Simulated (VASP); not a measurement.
Wanted: the native input for a VASP 6.6.1 run.

- Task: single point
- Functional: r2SCAN
- Potentials or basis: VASP PAW PBE potentials, release 64 (K_sv, I)
- Cutoff: 520 eV
- k mesh: 6 × 6 × 6
- Occupations: gaussian, width 0.01 eV
- Spin: no spin polarisation
- Dipole correction: no
- Further INCAR settings: ALGO = Normal; EDIFF = 1e-07; NBANDS = 15

KI:

```
K I
1.0
     4.20349    0.00000    0.00000
     0.00000    4.20349    0.00000
     0.00000    0.00000    4.20349
K I
1 1
Direct
  0.00000 0.00000 0.00000
  0.50000 0.50000 0.50000
```

This cell differs from its parent crystal: volume changed by -6%.

These files were run (other wordings do the same):

POSCAR

```
KI
1.0
    4.2034874651      0.0000000000      0.0000000000
    0.0000000000      4.2034874651      0.0000000000
    0.0000000000      0.0000000000      4.2034874651
K I
1 1
Direct
    0.0000000000      0.0000000000      0.0000000000
    0.5000000000      0.5000000000      0.5000000000
```

INCAR.step1

```
SYSTEM = KI
PREC = Accurate
ENCUT = 520
ISMEAR = 0
SIGMA = 0.01
LREAL = .False.
LASPH = .True.
NELM = 60
NBANDS = 15
GGA = PE
ALGO = Normal
EDIFF = 1E-4
LWAVE = .True.
LCHARG = .False.
```

INCAR.step2

```
SYSTEM = KI
PREC = Accurate
ENCUT = 520
EDIFF = 1E-7
ISMEAR = 0
SIGMA = 0.01
LREAL = .False.
LASPH = .True.
NELM = 60
ALGO = Normal
ISIF = 2
LWAVE = .False.
LCHARG = .False.
METAGGA = R2SCAN
LMIXTAU = .True.
NBANDS = 15
ISTART = 1
```

KPOINTS

```
regular mesh
0
Gamma
  6 6 6
  0 0 0
```

Potentials or basis: VASP PAW PBE potentials, release 64 (K_sv, I).

The run is started by

```console
$ cat potpaw_PBE.64/K_sv/POTCAR potpaw_PBE.64/I/POTCAR > POTCAR
$ cp INCAR.step1 INCAR
$ mpirun -np 1 vasp_std > vasp.out
$ cp INCAR.step2 INCAR
$ mpirun -np 1 vasp_std > vasp.out
```

Results of the run:

| Item | Value |
| --- | --- |
| Pressure | 1.1 GPa |
| Band gap on the k mesh | 4.23 eV, indirect (least direct gap 4.38 eV) |

Caveat: the PAW data sets were made with another functional, which shifts forces and pressure a little; spin-orbit coupling is left out, which moves the levels of the heavy elements.

Wall time 35 s on 1 thread of Intel(R) Xeon(R) 6975P-C (Granite Rapids), on a shared host, peak memory 0.19 GiB.
